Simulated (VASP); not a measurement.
Input of a VASP 6.6.1 run:

Contents of INCAR:

```
SYSTEM = AlAs
PREC = Accurate ; ENCUT = 500
EDIFF = 1E-6 ; ISMEAR = 0
SIGMA = 0.01 ; LREAL = .FALSE.
LASPH = .TRUE. ; NELM = 120
ALGO = Normal ; ISIF = 2
LWAVE = .FALSE. ; LCHARG = .TRUE.
LELF = .TRUE. ; LVHAR = .TRUE.
NBANDS = 11 ; GGA_COMPAT = .FALSE.
```

The input KPOINTS:

```
Automatic mesh
0
G
  6 6 6
  0 0 0
```

Contents of POSCAR:

```
AlAs
1.0
    0.0000000000      2.8304000000      2.8304000000
    2.8304000000      0.0000000000      2.8304000000
    2.8304000000      2.8304000000      0.0000000000
Al As
1 1
Direct
    0.0000000000      0.0000000000      0.0000000000
    0.2500000000      0.2500000000      0.2500000000
```

Potentials or basis: VASP PAW LDA potentials, release 64 (Al, As).

Command:

```bash
$ cat potpaw_LDA.64/Al/POTCAR potpaw_LDA.64/As/POTCAR > POTCAR
$ mpirun -np 1 vasp_std > vasp.out
```

Question: Estimate the pressure.

Answer: -0.9 GPa.

Question: Predict the band gap on the k mesh.

Answer: 1.33 eV, indirect (least direct gap 1.88 eV).

A k mesh can miss the band edges.
